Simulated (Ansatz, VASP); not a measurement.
**One calculation of Cu, two programs**

```xyz
2
Lattice="2.5341 0.0000 0.0000 -1.2670 2.1946 0.0000 0.0000 0.0000 4.1126" Properties=species:S:1:pos:R:3 pbc="T T T"
Cu    1.2670    0.7315    3.0844
Cu    0.0000    1.4631    1.0281
```

Alike in both runs: task single point; functional PBE; k mesh 12 × 12 × 7; occupations gaussian, width 0.016 eV; no spin polarisation.

```csv
,VASP,Ansatz
version,VASP 6.6.1,Ansatz 0.2.0
potentials or method,"VASP PAW PBE potentials, release 64 (Cu)",Ansatz PAW
plane-wave cutoff (eV),520,420
valence electrons in the cell,22,38
```

|  | VASP | Ansatz | Ansatz less VASP |
| --- | --- | --- | --- |
| gap on the k mesh at the Fermi level (eV) | none | none | - |
| pressure (GPa) | 8.4 | 7.3 | -1.05 |
| traceless stress, the component that is largest in VASP (GPa) | 0.08 | 0.23 | +0.154 |

A gap of «none» marks a metal or a gap that the smearing closes. VASP's potentials hold 22 valence electrons a cell and Ansatz's 38, so a difference there can come from the potentials and not from the codes.
